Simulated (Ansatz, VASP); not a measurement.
Ni: VASP beside Ansatz

```
Ni
1.0
     0.00000    1.71246    1.71246
     1.71246    0.00000    1.71246
     1.71246    1.71246    0.00000
Ni
1
Direct
  0.00000 0.00000 0.00000
```

Alike in both runs: task single point; functional LDA; k mesh 16 × 16 × 16; occupations methfessel-paxton of order 1, width 0.6 eV; collinear spin.

```csv
,VASP,Ansatz
version,VASP 6.6.1,Ansatz 0.2.0
potentials or method,"VASP PAW LDA potentials, release 64 (Ni), cutoff 520 eV","plane waves (420 eV) with PAW, scalar-relativistic"
valence electrons in the cell,10,18
```

```csv
,VASP,Ansatz,Ansatz less VASP
pressure (GPa),-0.5,-0.3,+0.29
net moment per atom (μB),0.54,0.60,+0.055
size of the moment on the site where the two differ most (μB),0.54,0.62,+0.081
```

Ansatz warns that its potentials were made for another functional, while VASP's fit it. LDA's correlation is that of Perdew and Zunger in VASP and of Perdew and Wang (1992) in Ansatz. Site moments also hang on the region over which each program counts them. VASP's potentials hold 10 valence electrons a cell and Ansatz's 18, so a difference there can come from the potentials and not from the codes. Ansatz's warnings: stability check not made.
